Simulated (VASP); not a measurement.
A run of VASP 6.6.1 is set up as follows.

File POSCAR:

```
RbBr
1.0
    0.0000000000      3.4610545825      3.4610545825
    3.4610545825      0.0000000000      3.4610545825
    3.4610545825      3.4610545825      0.0000000000
Rb Br
1 1
Direct
    0.0000000000      0.0000000000      0.0000000000
    0.5000000000      0.5000000000      0.5000000000
```

The input INCAR.step1:

```
  PREC = Accurate
  ENCUT = 500
  EDIFF = 1E-8
  ISMEAR = 0
  SIGMA = 0.01
  LREAL = False
  LASPH = True
  NELM = 60
  ALGO = Normal
  LWAVE = True
  LCHARG = False
  GGA = PE
```

The input INCAR.step2:

```
  PREC = Accurate
  ENCUT = 500
  EDIFF = 1E-8
  ISMEAR = 0
  SIGMA = 0.01
  LREAL = False
  LASPH = True
  NELM = 1
  ALGO = Exact
  LWAVE = True
  LCHARG = False
  GGA = PE
  NBANDS = 255
  LOPTICS = True
  ISTART = 1
```

File INCAR.step3:

```
  PREC = Accurate
  ENCUT = 500
  EDIFF = 1E-8
  ISMEAR = 0
  SIGMA = 0.01
  LREAL = False
  LASPH = True
  ALGO = EVGW0
  LWAVE = False
  LCHARG = False
  GGA = PE
  NELMGW = 1
  NBANDS = 255
  ENCUTGW = 120.0
  NOMEGA = 48
  PRECFOCK = Fast
  ISTART = 1
  NBANDSGW = 16
```

KPOINTS

```
regular mesh
0
Gamma
  4 4 4
```

Potentials or basis: VASP PAW PBE potentials, release 64 (Rb_sv_GW, Br_GW).

The run is started by

```console
$ cat potpaw_PBE.64/Rb_sv_GW/POTCAR potpaw_PBE.64/Br_GW/POTCAR > POTCAR
$ cp INCAR.step1 INCAR
$ mpirun -np 1 vasp_std > vasp.out
$ cp INCAR.step2 INCAR
$ mpirun -np 1 vasp_std > vasp.out
$ cp INCAR.step3 INCAR
$ mpirun -np 1 vasp_std > vasp.out
```

(1) Predict the quasiparticle gap.

(2) Estimate the least direct quasiparticle gap.

(3) Predict the band gap on the k mesh, mean-field level.

## Answers

(1) 6.79 eV.

(2) 6.79 eV.

(3) 4.28 eV, direct.

Caveat: bands, screening cutoff and mesh are small and nothing is extrapolated, so the quasiparticle values aren't converged.
